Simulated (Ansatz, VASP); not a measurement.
# Two plane-wave programs on SnSe2

```xyz
3
Lattice="3.6471 0.0000 0.0000 -1.8235 3.1585 0.0000 0.0000 0.0000 5.8613" Properties=species:S:1:pos:R:3 pbc="T T T"
Sn    0.0000    0.0000    0.0000
Se    0.0000    2.1057    1.5542
Se    1.8235    1.0528    4.3072
```

Change from the starting cell: strain -0.050 along x and y, -0.025 along z, atoms carried along.

Alike in both runs: task single point; functional PBE; dispersion D3(BJ); k mesh 12 × 12 × 6; occupations gaussian, width 0.03 eV; no spin polarisation.

|  | VASP | Ansatz |
| --- | --- | --- |
| version | VASP 6.6.1 | Ansatz 0.2.0 |
| potentials or method | VASP PAW PBE potentials, release 64 (Sn_d, Se), cutoff 520 eV | scalar-relativistic, plane waves, PAW |
| valence electrons in the cell | 26 | 46 |

Ansatz gave:

- gap on the k mesh at the Fermi level (eV): 0.55
- least direct gap on the mesh (eV): 1.40
- pressure (GPa): 11.6
- traceless stress, the component that is largest in VASP (GPa): -1.18
- rms of the force components (eV/Å): 0.506

Q: What did VASP give for the same quantities?

A: gap on the k mesh at the Fermi level (eV): 0.54; least direct gap on the mesh (eV): 1.40; pressure (GPa): 11.7; traceless stress, the component that is largest in VASP (GPa): -1.15; rms of the force components (eV/Å): 0.517.

Atom by atom the forces differ by 0.011 eV/Å (rms over components). VASP's potentials hold 26 valence electrons a cell and Ansatz's 46, so a difference there can come from the potentials and not from the codes.
